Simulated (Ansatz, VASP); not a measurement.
## CsSnI3: VASP beside Ansatz

```
CELL_PARAMETERS angstrom
6.16405 0.00000 0.00000
0.00000 6.16405 0.00000
0.00000 0.00000 6.16405
ATOMIC_POSITIONS crystal
Cs 0.00000 0.00000 0.00000
I 0.50000 0.50000 0.00000
I 0.50000 0.00000 0.50000
I 0.00000 0.50000 0.50000
Sn 0.50000 0.50000 0.50000
```

Change from the starting cell: volume scaled by 0.98.

Alike in both runs: task single point; functional LDA; k mesh 5 × 5 × 5; occupations fermi-dirac, width 0.05 eV; no spin polarisation.

|  | VASP | Ansatz |
| --- | --- | --- |
| version | VASP 6.6.1 | Ansatz 0.2.0 |
| potentials or method | VASP PAW LDA potentials, release 64 (Cs_sv, I, Sn_d), cutoff 520 eV | all-electron LAPW, scalar-relativistic |

VASP gave:

- gap on the k mesh at the Fermi level (eV): 1.71
- least direct gap on the mesh (eV): 1.71
- pressure (GPa): -1.3

Question: What did Ansatz give for the same quantities?

Answer: gap on the k mesh at the Fermi level (eV): 1.73; least direct gap on the mesh (eV): 1.73; pressure (GPa): -1.3.

LDA's correlation is that of Perdew and Zunger in VASP and of Perdew and Wang (1992) in Ansatz. Ansatz ran all-electron here, and VASP with PAW potentials.

Neither program's run includes spin-orbit coupling.
